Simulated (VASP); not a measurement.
Cd2S, 3 atoms in the cell. The structure is hexagonal, space group P6/mmm (No. 191). Conventional cell: a = 4.647 Å, b = 4.647 Å, c = 3.699 Å, α = 90.00°, β = 90.00°, γ = 120.00°. Cd (site symmetry -6m2) has 3 Cd at 2.68 Å and 6 S at 3.26 Å within 3.5 Å. S (site symmetry 6/mmm) has 12 Cd at 3.26 Å and 2 S at 3.70 Å within 4.3 Å. 

```yaml
Program: VASP 6.6.1
Task: single point
Functional: r2SCAN
Potentials_or_basis: VASP PAW PBE potentials, release 64 (Cd, S)
Cutoff: 550 eV
k_mesh: 12 × 12 × 10
Occupations: gaussian, width 0.1 eV
Spin: no spin polarisation
Dipole_correction: no
Further_INCAR_settings: ALGO = Normal; EDIFF = 1e-06; NBANDS = 22
```

Potentials or basis: VASP PAW PBE potentials, release 64 (Cd, S).

Command:

```console
$ cat potpaw_PBE.64/Cd/POTCAR potpaw_PBE.64/S/POTCAR > POTCAR
$ cp INCAR.step1 INCAR
$ mpirun -np 1 vasp_std > vasp.out
$ cp INCAR.step2 INCAR
$ mpirun -np 1 vasp_std > vasp.out
```

Hardware: 1 thread of Intel(R) Xeon(R) 6975P-C (Granite Rapids), with other jobs on the host.

Estimate the wall time of this run.

It took 3.5 min on 1 thread of Intel(R) Xeon(R) 6975P-C (Granite Rapids), with other jobs on the host, peak memory 0.31 GiB. Counts: k points 114.
